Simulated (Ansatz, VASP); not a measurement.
## Al in VASP and in Ansatz

Contents of INCAR:

```
ALGO = Fast
EDIFF = 1E-6
ENCUT = 520
GGA = PS
ISIF = 2
ISMEAR = 0
LASPH = True
LCHARG = True
LELF = True
LREAL = False
LVHAR = True
LWAVE = False
NBANDS = 10
NELM = 80
PREC = Accurate
SIGMA = 0.15
```

The input KPOINTS:

```
k-points
0
Gamma
  24 24 14
```

Contents of POSCAR:

```
Al
1.0
    2.8643198468      0.0000000000      0.0000000000
   -1.4321599234      2.4805737519      0.0000000000
    0.0000000000      0.0000000000      4.6373174459
Al
2
Direct
    0.6666666667      0.3333333333      0.7500000000
    0.3333333333      0.6666666667      0.2500000000
```

Input for Ansatz:

```yaml
crystal:
  lattice:
    - [2.8643198468, 0.0, 0.0]
    - [-1.4321599234, 2.4805737519, 0.0]
    - [0.0, 0.0, 4.6373174459]
  atoms:
    - { symbol: Al, position: [0.6666666667, 0.3333333333, 0.75] }
    - { symbol: Al, position: [0.3333333333, 0.6666666667, 0.25] }
basis:
  ecutwfc: 420
kpoints:
  mp_grid: { grid: [24, 24, 14] }
hamiltonian:
  xc: pbesol
scf:
  occupations: { method: gaussian, width: 0.15 }
output:
  forces: true
  stress: true
  eigenvalues: true
```

Change from the starting cell: strain +0.0050 x Voigt [1, 1, 0, 0, 0, 0], atoms carried along.

Alike in both runs: task single point; functional PBEsol; k mesh 24 × 24 × 14; occupations gaussian, width 0.15 eV; no spin polarisation.

|  | VASP | Ansatz |
| --- | --- | --- |
| version | VASP 6.6.1 | Ansatz 0.2.0 |
| potentials or method | VASP PAW PBE potentials, release 64 (Al), cutoff 520 eV | scalar-relativistic, plane waves, PAW |
| valence electrons in the cell | 6 | 6 |

```csv
,VASP,Ansatz,Ansatz less VASP
gap on the k mesh at the Fermi level (eV),none,none,-
pressure (GPa),-0.7,-0.7,-0.06
"traceless stress, the component that is largest in VASP (GPa)",0.95,0.95,-0.007
```

VASP's potentials were made for PBE, not for PBEsol. A gap of «none» marks a metal or a gap that the smearing closes.
